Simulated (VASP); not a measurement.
# SiC: single point with PBEsol

SiC:

```xyz
8
Lattice="3.1499 0.0000 0.0000 -1.5750 2.7279 0.0000 0.0000 0.0000 9.2697" Properties=species:S:1:pos:R:3 pbc="T T T"
Si    1.5750    0.9093    8.6934
Si    0.0000    1.8186    4.0585
Si    0.0000    0.0000    6.3766
Si    0.0000    0.0000    1.7418
C     1.5750    0.9093    6.9506
C     0.0000    1.8186    2.3157
C     0.0000    0.0000    4.6391
C     0.0000    0.0000    0.0042
```

```json
{"Program": "VASP 6.6.1", "Task": "single point", "Functional": "PBEsol", "Potentials or basis": "VASP PAW PBE potentials, release 64 (Si, C)", "Cutoff": "520 eV", "k mesh": "12 × 12 × 4", "Occupations": "gaussian, width 0.05 eV", "Spin": "no spin polarisation"}
```

| Item | Value |
| --- | --- |
| Pressure | 12.9 GPa |
| Largest force | 2.166 eV/Å |
| Band gap on the k mesh | 1.45 eV, indirect (least direct gap 2.59 eV) |

Forces on the atoms (eV/Å):
```
Si   0.000  0.000  1.912
Si   0.000  0.000  1.912
Si   0.000  0.000  2.166
Si   0.000  0.000  2.166
C    0.000  0.000 -2.100
C    0.000  0.000 -2.100
C    0.000  0.000 -1.978
C    0.000  0.000 -1.978
```

Stress tensor (GPa, compression positive):
```
-10.64   0.00   0.00
  0.00 -10.64   0.00
  0.00   0.00  60.11
```

Levels at points of the mesh, in eV from the valence-band top:
| k point | band 14 | band 15 | band 16 | band 17 | band 18 | band 19 |
| --- | --- | --- | --- | --- | --- | --- |
| (0.00, 0.00, 0.00) | -0.38 | -0.38 | 0.00 | 3.53 | 4.36 | 5.31 |
| (0.50, 0.00, 0.00) | -1.97 | -1.47 | -1.14 | 1.45 | 2.03 | 3.66 |
| (0.00, 0.00, 0.50) | -0.69 | -0.69 | -0.69 | 3.83 | 3.83 | 5.78 |
| (0.50, 0.00, 0.50) | -2.60 | -1.81 | -1.81 | 1.89 | 1.89 | 4.26 |

Run time: 39 s on 1 thread of Intel(R) Xeon(R) 6975P-C (Granite Rapids), on a shared host, peak memory 0.23 GiB.

Caveat: the PAW data sets were made with another functional, which shifts forces and pressure a little. A k mesh can miss the band edges.
